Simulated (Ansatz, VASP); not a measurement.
**AgCl: VASP beside Ansatz**

The input INCAR:

```
SYSTEM = AgCl
ALGO     = Normal         ! electronic algorithm
EDIFF    = 1E-6           ! SCF threshold, eV
ENCUT    = 520            ! plane-wave cutoff, eV
GGA      = PS             ! functional
GGA_COMPAT= .False.      
ISIF     = 2              ! what is computed and relaxed
ISMEAR   = 0              ! smearing method
LASPH    = .True.         ! aspherical terms in the spheres
LCHARG   = .True.         ! write CHGCAR
LMAXMIX  = 4              ! l up to which the mixer works
LORBIT   = 11             ! projections on sites
LORBMOM  = .True.       
LREAL    = .False.        ! projectors in reciprocal space
LSORBIT  = .True.         ! spin-orbit coupling
LVHAR    = .True.       
LWAVE    = .False.        ! write WAVECAR
MAGMOM   = 0 0 0 0 0 0    ! initial moments
NBANDS   = 30             ! bands
NELM     = 150            ! most SCF steps
PREC     = Accurate       ! precision mode
SIGMA    = 0.01           ! smearing width, eV
```

Contents of KPOINTS:

```
k-points
0
Gamma
  8 8 8
  0 0 0
```

POSCAR

```
AgCl
1.0
    2.7237514517      2.7237514517      0.0000000000
   -2.7237514517      2.7237514517      0.0000000000
    0.0000000000      2.7237514517      2.7237514517
Ag Cl
1 1
Direct
    0.0000000000      0.0000000000      0.0000000000
    0.5000000000      0.5000000000      0.0000000000
```

Input for Ansatz:

```yaml
crystal:
  lattice:
    - [2.72375145167, 2.72375145167, 0.0]
    - [-2.72375145167, 2.72375145167, 0.0]
    - [0.0, 2.72375145167, 2.72375145167]
  atoms:
    - { symbol: Ag, position: [0.0, 0.0, 0.0] }
    - { symbol: Cl, position: [0.5, 0.5, 0.0] }
kpoints:
  mp_grid: { grid: [8, 8, 8] }
scf:
  occupations: { method: fixed }
hamiltonian:
  xc: pbesol
  pseudopotentials: { kind: all_electron, lapw: { basis_error: 0.001 } }
magnetization:
  noncollinear: true
  spin_orbit: true
output:
  forces: true
  stress: true
  eigenvalues: true
  eigenstates:
    nscf_kmesh: { grid: [12, 12, 12] }
    de_dk: true
    e_range: [-9, 10.72490225636]
checkpoint:
  write: ck
  write_wavefunctions: false
```

Alike in both runs: task single point; functional PBEsol; k mesh 8 × 8 × 8; non-collinear spin, spin-orbit coupling.

|  | VASP | Ansatz |
| --- | --- | --- |
| version | VASP 6.6.1 | Ansatz 0.2.0 |
| potentials or method | VASP PAW PBE potentials, release 64 (Ag, Cl), cutoff 520 eV | all-electron LAPW |
| occupations | gaussian, width 0.01 eV | fixed |

VASP gave:

* pressure (GPa): -0.1

Q: Estimate Ansatz's values.

A: Pressure (GPa): 0.0.

VASP's potentials were made for PBE, not for PBEsol. Ansatz ran all-electron here, and VASP with PAW potentials.
